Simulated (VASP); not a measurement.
CuO:

```
Cu O
1.0
     2.29404   -1.67637    0.00000
     2.29404    1.67637    0.00000
    -0.83268    0.00000    4.95462
Cu O
2 2
Direct
  0.50000 0.00000 0.50000
  0.00000 0.50000 0.00000
  0.41840 0.58160 0.75000
  0.58160 0.41840 0.25000
```

Base run:

| Quantity | Value |
| --- | --- |
| Program | VASP 6.6.1 |
| Functional | revPBE |
| Dispersion | D3(BJ) |
| Potentials or basis | VASP PAW PBE potentials, release 64 (Cu, O) |
| Cutoff | 520 eV |
| k mesh | 10 × 10 × 5 |
| Occupations | fermi-dirac, width 0.05 eV |
| Spin | no spin polarisation |

Its results: band gap on the k mesh zero (bands 17 and 18 overlap by 0.60 eV); pressure 14.2 GPa; largest force 0.051 eV/Å.

Task: The run is repeated on the same cell with these changes: functional from revPBE to BLYP; further incar settings from ALGO = Normal; EDIFF = 1e-07; NBANDS = 25 to ALGO = Normal; EDIFF = 1e-06; NBANDS = 25. What comes out?

Result: Band gap on the k mesh zero (bands 17 and 18 overlap by 0.59 eV); pressure 16.9 GPa; largest force 0.048 eV/Å.

Caveats: the cell stands under pressure; the PAW data sets were made with another functional, which shifts forces and pressure a little; semilocal functionals often make such compounds metallic where correlation or magnetic order opens a gap, which also shifts bond lengths.
